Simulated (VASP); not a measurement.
Here is a VASP 6.6.1 calculation.

INCAR

```
SYSTEM = MoS2
  ALGO = Normal
  EDIFF = 1E-6
  ENCUT = 520
  ISIF = 2
  ISMEAR = 0
  LASPH = .TRUE.
  LCHARG = .FALSE.
  LREAL = .FALSE.
  LWAVE = .FALSE.
  NBANDS = 35
  NELM = 60
  PREC = Accurate
  SIGMA = 0.01
```

File KPOINTS:

```
k-points
0
G
  12 12 3
  0 0 0
```

File POSCAR:

```
MoS2
1.0
    3.1222210920      0.0000000000      0.0000000000
   -1.5611105460      2.7039227819      0.0000000000
    0.0000000000      0.0000000000     12.0772324654
Mo S
2 4
Direct
    0.3333333333      0.6666666667      0.2500000000
    0.6666666667      0.3333333333      0.7500000000
    0.3333333333      0.6666666667      0.6213143696
    0.6666666667      0.3333333333      0.1213143696
    0.3333333333      0.6666666667      0.8786856304
    0.6666666667      0.3333333333      0.3786856304
```

Potentials or basis: VASP PAW LDA potentials, release 64 (Mo_sv, S).

The run is started by

```sh
$ cat potpaw_LDA.64/Mo_sv/POTCAR potpaw_LDA.64/S/POTCAR > POTCAR
$ mpirun -np 1 vasp_std > vasp.out
```

(1) Estimate the pressure.

(2) What does it give for the band gap on the k mesh?

(3) Estimate the largest force.

Results:

(1) 0.1 GPa.

(2) 0.74 eV (least direct gap 1.77 eV).

(3) 0.016 eV/Å.

**Experimental background.**

From “Multiwavelength excitation Raman Scattering Analysis of bulk and 2 dimensional MoS2: Vibrational properties of atomically thin MoS2 layers”, 2015, arxiv:1506.03228, for a bulk crystal of MoS2 at 300 K: band gap 1.3 eV (indirect).

Against the measured gap of MoS2, 1.3 eV (indirect; 300 K; “Multiwavelength excitation Raman Scattering Analysis of bulk and 2 dimensional MoS2: Vibrational properties of atomically thin MoS2 layers”, 2015, arxiv:1506.03228), the calculated 0.74 eV is off by -0.56 eV. Spin-orbit coupling on Mo is left out. The value is that of LDA on a finite k mesh, which can miss the band edges, without temperature or zero-point motion. Semilocal functionals fall short of measured gaps as a rule.
